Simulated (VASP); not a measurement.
# AlNi in VASP: settings compared

Aim: see how the results for AlNi move with the level of theory and the settings. Levels: SCAN, PBE. Tasks: single point.

Program: VASP 6.6.1. These are calculated values, not measurements. Logs are shortened: lines on timing, memory, paths and dates and some standing lists are left out, and cuts for length are marked.

### Step 1. The cell of the first run

It takes space group P4mm (No. 99, tetragonal). The conventional cell has a = 2.881 Å, b = 2.881 Å, c = 2.924 Å, α = 90.00°, β = 90.00°, γ = 90.00°. Ni (site symmetry 4mm) has 8 Al at 2.46 to 2.56 Å and 6 Ni at 2.88 to 2.92 Å within 3.2 Å. Within 3.2 Å of Al (site symmetry 4mm) lie 8 Ni at 2.46 to 2.56 Å and 6 Al at 2.88 to 2.92 Å.

### Step 2. Single point, SCAN, collinear spin, ferromagnetic start (last atom moved by 0.08 Å along z, cell strained by +1.5% along z)

INCAR reads:

```
SYSTEM = AlNi
METAGGA = SCAN
ISPIN = 2
MAGMOM = 1 0
LORBIT = 11
ISMEAR = -1
SIGMA = 0.02
LWAVE = .FALSE.
LCHARG = .FALSE.
ISIF = 2
PREC = Accurate
LASPH = .TRUE.
LREAL = .FALSE.
ALGO = Normal
EDIFF = 1E-7
NELM = 200
GGA_COMPAT = .FALSE.
ENCUT = 710
LMAXMIX = 4
LMIXTAU = .TRUE.
KPAR = 8
NBANDS = 29
ADDGRID = .FALSE.
```

KPOINTS reads:

```
Automatic mesh
0
Gamma
  15 15 15
  0 0 0
```

POSCAR reads:

```
AlNi
1.0
    2.8810000000      0.0000000000      0.0000000000
    0.0000000000      2.8810000000      0.0000000000
    0.0000000000      0.0000000000      2.9242150000
Ni Al
1 1
Direct
    0.5000000000      0.5000000000      0.5000000000
    0.0000000000      0.0000000000      0.0277681400
```

Potentials or basis: VASP PAW PBE potentials, release 64 (Ni, Al).

The run is started by

```sh
> cat potpaw_PBE.64/Ni/POTCAR potpaw_PBE.64/Al/POTCAR > POTCAR
> mpirun -np 8 vasp_std > vasp.out
```

OUTCAR:

```text
SYSTEM = AlNi
   METAGGA = SCAN
   ISPIN = 2
   LORBIT = 11
   ISMEAR = -1
   ISIF = 2
   PREC = Accurate
   LASPH = .TRUE.
   LREAL = .FALSE.
   EDIFF = 1E-7
   NELM = 200
   ENCUT = 710

 ion  position               nearest neighbor table
   1  0.500  0.500  0.500-   2 2.46   2 2.46   2 2.46   2 2.46   2 2.56   2 2.56   2 2.56   2 2.56

   2  0.000  0.000  0.028-   1 2.46   1 2.46   1 2.46   1 2.46   1 2.56   1 2.56   1 2.56   1 2.56

  LATTYP: Found a simple tetragonal cell.
 ALAT       =     2.8810000000
 C/A-ratio  =     1.0150000000

  Lattice vectors:

 A1 = (   2.8810000000,   0.0000000000,   0.0000000000)
 A2 = (   0.0000000000,   2.8810000000,   0.0000000000)
 A3 = (   0.0000000000,   0.0000000000,   2.9242150000)

Analysis of symmetry for initial positions (statically):
=====================================================================
 Subroutine PRICEL returns:
 Original cell was already a primitive cell.

 Routine SETGRP: Setting up the symmetry group for a
 simple tetragonal supercell.

 Subroutine GETGRP returns: Found  8 space group operations
 (whereof  8 operations were pure point group operations)
 out of a pool of 16 trial point group operations.

The static configuration has the point symmetry C_4v.

Analysis of symmetry for dynamics (positions and initial velocities):
=====================================================================
 Subroutine PRICEL returns:
 Original cell was already a primitive cell.

 Routine SETGRP: Setting up the symmetry group for a
 simple tetragonal supercell.

 Subroutine GETGRP returns: Found  8 space group operations
 (whereof  8 operations were pure point group operations)
 out of a pool of 16 trial point group operations.

The dynamic configuration has the point symmetry C_4v.

Analysis of structural, dynamic, and magnetic symmetry:
=====================================================================
 Subroutine PRICEL returns:
 Original cell was already a primitive cell.

 Routine SETGRP: Setting up the symmetry group for a
 simple tetragonal supercell.

 Subroutine GETGRP returns: Found  8 space group operations
 (whereof  8 operations were pure point group operations)
 out of a pool of 16 trial point group operations.

The overall configuration has the point symmetry C_4v.

 Subroutine INISYM returns: Found  8 space group operations
 (whereof  8 operations are pure point group operations),
 and found     1 'primitive' translations

----------------------------------------------------------------------------------------

                                     Primitive cell

  volume of cell :      24.2715

  direct lattice vectors                    reciprocal lattice vectors
     2.881000000  0.000000000  0.000000000     0.347101701  0.000000000  0.000000000
     0.000000000  2.881000000  0.000000000     0.000000000  0.347101701  0.000000000
     0.000000000  0.000000000  2.924215000     0.000000000  0.000000000  0.341972119

  length of vectors
     2.881000000  2.881000000  2.924215000     0.347101701  0.347101701  0.341972119

  position of ions in fractional coordinates (direct lattice)
     0.500000000  0.500000000  0.500000000
     0.000000000  0.000000000  0.027768140

  ion indices of the primitive-cell ions
   primitive index   ion index
                 1           1
                 2           2

----------------------------------------------------------------------------------------

 KPOINTS: Automatic mesh

Automatic generation of k-mesh.
 Grid dimensions read from file:
 generate k-points for:   15   15   15

 Generating k-lattice:

  Cartesian coordinates                     Fractional coordinates (reciprocal lattice)
     0.023140113  0.000000000  0.000000000     0.066666667  0.000000000  0.000000000
     0.000000000  0.023140113  0.000000000     0.000000000  0.066666667  0.000000000
     0.000000000  0.000000000  0.022798141     0.000000000  0.000000000  0.066666667

  Length of vectors
     0.023140113  0.023140113  0.022798141

  Shift w.r.t. Gamma in fractional coordinates (k-lattice)
     0.000000000  0.000000000  0.000000000

 Subroutine IBZKPT returns following result:
 ===========================================

 Found    288 irreducible k-points:

 Following reciprocal coordinates:
            Coordinates               Weight
  0.000000  0.000000  0.000000      1.000000
  0.066667  0.000000  0.000000      4.000000
  0.133333  0.000000  0.000000      4.000000
  0.200000  0.000000  0.000000      4.000000
  0.266667  0.000000  0.000000      4.000000
  0.333333  0.000000  0.000000      4.000000
[... 16 lines left out ...]
  0.266667  0.200000  0.000000      8.000000
  0.333333  0.200000  0.000000      8.000000
 [... further k-points ...]
   k-points           NKPTS =    288   k-points in BZ     NKDIM =    288   number of bands    NBANDS=     29
   number of dos      NEDOS =    301   number of ions     NIONS =      2
   total plane-waves  NPLWV =  21952
   dimension x,y,z NGX =    28 NGY =   28 NGZ =   28
   dimension x,y,z NGXF=    56 NGYF=   56 NGZF=   56
   ions per type =               1   1
   NGX,Y,Z   is equivalent  to a cutoff of  16.16, 16.16, 15.92 a.u.
   NGXF,Y,Z  is equivalent  to a cutoff of  32.31, 32.31, 31.84 a.u.
 SYSTEM =  AlNi
   PREC   = accura    normal or accurate (medium, high low for compatibility)
   ISTART =      0    job   : 0-new  1-cont  2-samecut
   ICHARG =      2    charge: 1-file 2-atom 10-const
   ISPIN  =      2    spin polarized calculation?
   LNONCOLLINEAR =      F non collinear calculations
   LSORBIT =      F    spin-orbit coupling
   LASPH  =      T    aspherical Exc in radial PAW
   ENCUT  =  710.0 eV  52.18 Ry    7.22 a.u.   6.26  6.26  6.35*2*pi/ulx,y,z
   NELM   =    200;   NELMIN=  2; NELMDL= -5     # of ELM steps
   EDIFF  = 0.1E-06   stopping-criterion for ELM
   LREAL  =      F    real-space projection
   EDIFFG = 0.1E-05   stopping-criterion for IOM
   NSW    =      0    number of steps for IOM
   IBRION =     -1    ionic relax: 0-MD 1-quasi-New 2-CG
   NFREE  =      0    steps in history (QN), initial steepest desc. (CG)
   ISIF   =      2    stress and relaxation
   ISYM   =      2    0-nonsym 1-usesym 2-fastsym
   POTIM  = 0.5000    time-step for ionic-motion
   TEBEG  =    0.0;   TEEND  =   0.0 temperature during run

   SCALEE = 1.0000    scale energy and forces
   PSTRESS=    0.0 pullay stress
   NELECT =      13.0000    total number of electrons
   NUPDOWN=      -1.0000    fix difference up-down
   EMIN   =  10.00;   EMAX   =-10.00  energy-range for DOS
   EFERMI =   0.00;   METHOD = LEGACY
   ISMEAR =    -1;   SIGMA  =   0.02  broadening in eV -4-tet -1-fermi 0-gaus
   EFERMI_NEDOS =   21; number of points for ismear=-14 and -15
   IALGO  =     38    algorithm
   IMIX   =      4    mixing-type and parameters
     AMIX     =   0.40;   BMIX     =  1.00
     AMIX_MAG =   1.60;   BMIX_MAG =  1.00
  volume/ion in A,a.u.               =      12.14        81.90
  Fermi-wavevector in a.u.,A,eV,Ry     =   1.329507  2.512404 24.049512  1.767589
  Thomas-Fermi vector in A             =   2.458664
   LORBIT       =     11    0 simple, 1 ext, 2 COOP (PROOUT), +10 PAW based schemes
   METAGGA = SCAN    functional components
   LHFCALC =     F    Hartree Fock is set to
   AEXX    =    0.0000 exact exchange contribution
   IVDW    =     0    specifies the selected vdW correction
   LEPSILON=     F    determine dielectric tensor
   LRPA    =     F    only Hartree local field effects (RPA)

   CSHIFT  =0.1000    complex shift for real part using Kramers Kronig

   OMEGAMAX=  -1.0    maximum frequency
 spin polarized calculation
  energy-cutoff  :      710.00
  volume of cell :       24.27
 maximum number of plane-waves:      1058
 NGX is ok and might be reduce to    28
   NGX = 13   NGY = 13   NGZ = 13

 number of electron      12.9999997 magnetization       0.0000863

 number of electron      12.9999997 magnetization      -0.0000027

 Free energy of the ion-electron system (eV)
  ---------------------------------------------------
  ext. energy  EPLUGINS =         0.00000000
  ---------------------------------------------------
  free energy    TOTEN  =       -25.38678897 eV

  energy without entropy =      -25.38555639  energy(sigma->0) =      -25.38617268

 E-fermi :   9.6180     XC(G=0): -12.8949

 val. band max:        9.6090774584   @ k =   0.4000   0.4000   0.4667
 cond. band min:       9.6233619415   @ k =   0.4000   0.4000   0.2000
 fundamental gap:      0.0142844832
 Fermi energy:         9.6180101000

 spin component 1

 k-point     1 :       0.0000    0.0000    0.0000
  band No.  band energies     occupation
      1      -1.8610      1.00000
      2       6.3147      1.00000
      3       6.3282      1.00000
      4       8.0032      1.00000
      5       8.0032      1.00000
      6       8.0304      1.00000
[... 10 lines left out ...]
     17      33.9633      0.00000
     18      33.9633      0.00000

 k-point     2 :       0.0667    0.0000    0.0000
  band No.  band energies     occupation
      1      -1.7757      1.00000
      2       6.3187      1.00000
      3       6.3393      1.00000
      4       7.9643      1.00000
      5       7.9927      1.00000
      6       8.0087      1.00000
[... 10 lines left out ...]
     17      33.8717      0.00000
     18      34.2310      0.00000

 k-point     3 :       0.1333    0.0000    0.0000
  band No.  band energies     occupation
      1      -1.5207      1.00000
      2       6.2870      1.00000
      3       6.3942      1.00000
      4       7.8583      1.00000
      5       7.8943      1.00000
      6       8.0190      1.00000
[... 412 lines left out ...]
 k-point    23 :       0.2667    0.2000    0.0000
  band No.  band energies     occupation
      1       0.2110      1.00000
      2       6.0965      1.00000
      3       6.5212      1.00000
      4       7.3315      1.00000
      5       7.5983      1.00000
      6       7.8023      1.00000
[... 10 lines left out ...]
     17      32.4400      0.00000
     18      35.4937      0.00000

 k-point    24 :       0.3333    0.2000    0.0000
  band No.  band energies     occupation
      1       0.9219      1.00000
      2       5.5253      1.00000
      3       6.6704      1.00000
      4       7.2755      1.00000
      5       7.4740      1.00000
      6       7.8220      1.00000
[... 10 lines left out ...]
     17      32.5320      0.00000
     18      35.2409      0.00000

 [... further k-points ...]

 spin component 2

 k-point     1 :       0.0000    0.0000    0.0000
  band No.  band energies     occupation
      1      -1.8610      1.00000
      2       6.3147      1.00000
      3       6.3282      1.00000
      4       8.0032      1.00000
      5       8.0032      1.00000
      6       8.0304      1.00000
[... 10 lines left out ...]
     17      33.9632      0.00000
     18      33.9632      0.00000

 k-point     2 :       0.0667    0.0000    0.0000
  band No.  band energies     occupation
      1      -1.7757      1.00000
      2       6.3187      1.00000
      3       6.3393      1.00000
      4       7.9643      1.00000
      5       7.9926      1.00000
      6       8.0087      1.00000
[... 10 lines left out ...]
     17      33.8716      0.00000
     18      34.2310      0.00000

 k-point     3 :       0.1333    0.0000    0.0000
  band No.  band energies     occupation
      1      -1.5207      1.00000
      2       6.2870      1.00000
      3       6.3943      1.00000
      4       7.8583      1.00000
      5       7.8943      1.00000
      6       8.0190      1.00000
[... 412 lines left out ...]
 k-point    23 :       0.2667    0.2000    0.0000
  band No.  band energies     occupation
      1       0.2110      1.00000
      2       6.0965      1.00000
      3       6.5212      1.00000
      4       7.3315      1.00000
      5       7.5982      1.00000
      6       7.8022      1.00000
[... 10 lines left out ...]
     17      32.4399      0.00000
     18      35.4937      0.00000

 k-point    24 :       0.3333    0.2000    0.0000
  band No.  band energies     occupation
      1       0.9219      1.00000
      2       5.5253      1.00000
      3       6.6704      1.00000
      4       7.2755      1.00000
      5       7.4740      1.00000
      6       7.8220      1.00000
[... 10 lines left out ...]
     17      32.5319      0.00000
     18      35.2409      0.00000

 [... further k-points ...]

 [bands above 18 left out]

------------------------ aborting loop because EDIFF is reached ----------------------------------------

  FORCE on cell =-STRESS in cart. coord.  units (eV):
  Direction    XX          YY          ZZ          XY          YZ          ZX
  --------------------------------------------------------------------------------------
  -------------------------------------------------------------------------------------
  Total       -1.1402203     -1.1402203     -1.3250298      0.0000000      0.0000000      0.0000000
  in kB      -75.2668137    -75.2668137    -87.4662320      0.0000000      0.0000000      0.0000000
  external PRESSURE =     -79.3332864 kB  Pullay stress =       0.0000000 kB

 VOLUME and BASIS-vectors are now :
 -----------------------------------------------------------------------------
  energy-cutoff  :      710.00
  volume of cell :       24.27
      direct lattice vectors                 reciprocal lattice vectors
     2.881000000  0.000000000  0.000000000     0.347101701  0.000000000  0.000000000
     0.000000000  2.881000000  0.000000000     0.000000000  0.347101701  0.000000000
     0.000000000  0.000000000  2.924215000     0.000000000  0.000000000  0.341972119

 POSITION                                       TOTAL-FORCE (eV/Angst)
 -----------------------------------------------------------------------------------
      1.44050      1.44050      1.46211         0.000000     -0.000000      0.438009
      0.00000      0.00000      0.08120         0.000000      0.000000     -0.438009
 -----------------------------------------------------------------------------------
    total drift:                                0.000000      0.000000     -0.001996

  FREE ENERGIE OF THE ION-ELECTRON SYSTEM (eV)
  ---------------------------------------------------
  free  energy   TOTEN  =       -25.3867889729 eV

  energy  without entropy=      -25.3855563923  energy(sigma->0) =      -25.38617268

 total charge

# of ion       s       p       d       tot
------------------------------------------
    1        0.494   0.535   8.470   9.499
    2        0.385   0.415   0.000   0.801
--------------------------------------------------
tot          0.879   0.950   8.470  10.300

 magnetization (x)

# of ion       s       p       d       tot
------------------------------------------
    1        0.000   0.000  -0.000  -0.000
    2       -0.000  -0.000   0.000  -0.000
--------------------------------------------------
tot         -0.000   0.000  -0.000  -0.000
```

Run time: 2.9 min. Hardware: 8 MPI ranks of Intel Xeon 6975P-C (Granite Rapids), shared host; peak memory 0.54 GiB.

What came out:

```
Free energy                                           : -25.3868 eV
Pressure                                              : -7.9 GPa
Largest force                                         : 0.438 eV/Å
Net moment                                            : 0.00 μB per cell
Valence electrons inside the program's atomic spheres : Ni 9.50; Al 0.80
```

Forces on the atoms (eV/Å):
```
Ni   0.000  0.000  0.438
Al   0.000  0.000 -0.438
```

Stress tensor (GPa, compression positive):
```
-7.53  0.00  0.00
 0.00 -7.53  0.00
 0.00  0.00 -8.75
```

Caveat: the cell differs from its parent crystal (last atom moved by 0.08 Å along z, cell strained by +1.5% along z); the cell stands under tension; the PAW data sets were made with another functional, which shifts forces and pressure a little.

(Part 1 of 2 ends here.)
